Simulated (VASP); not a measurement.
Wanted: the native input for a VASP 6.6.1 run.

```yaml
Task: single point
Functional: PBE
Potentials_or_basis: VASP PAW PBE potentials, release 64 (Si, Ni)
Cutoff: 520 eV
k_mesh: 12 × 12 × 12
Occupations: gaussian, width 0.1 eV
Spin: no spin polarisation
Dipole_correction: no
Further_INCAR_settings: ALGO = Normal; EDIFF = 1e-07; NBANDS = 19
```

The structure of Si3Ni lies in POSCAR:

```
Si3Ni
1.0
    0.0000000000      3.2598496054      3.2598496054
    3.2598496054      0.0000000000      3.2598496054
    3.2598496054      3.2598496054      0.0000000000
Si Ni
3 1
Direct
    0.2500000000      0.2500000000      0.2500000000
    0.7500000000      0.7500000000      0.7500000000
    0.5000000000      0.5000000000      0.5000000000
    0.0000000000      0.0000000000      0.0000000000
```

These files were run (other wordings do the same):

INCAR

```
SYSTEM = Si3Ni
PREC = Accurate ; ENCUT = 520
EDIFF = 1E-7 ; ISMEAR = 0
SIGMA = 0.1 ; LREAL = .False.
LASPH = .True. ; NELM = 80
ALGO = Normal ; ISIF = 2
LWAVE = .False. ; LCHARG = .False.
GGA = PE ; NBANDS = 19
```

KPOINTS

```
regular mesh
0
Gamma
  12 12 12
  0 0 0
```

Potentials or basis: VASP PAW PBE potentials, release 64 (Si, Ni).

Command:

```console
$ cat potpaw_PBE.64/Si/POTCAR potpaw_PBE.64/Ni/POTCAR > POTCAR
$ mpirun -np 1 vasp_std > vasp.out
```

Results of the run:

| Quantity | Value |
| --- | --- |
| Pressure | -16.6 GPa |
| Band gap on the k mesh | zero (band 11 reaches 7.57 eV, above the bottom of band 12 at 6.76 eV) |

Wall time 65 s on 1 thread of Intel(R) Xeon(R) Platinum 8488C (Sapphire Rapids) (shared host), peak memory 0.25 GiB.
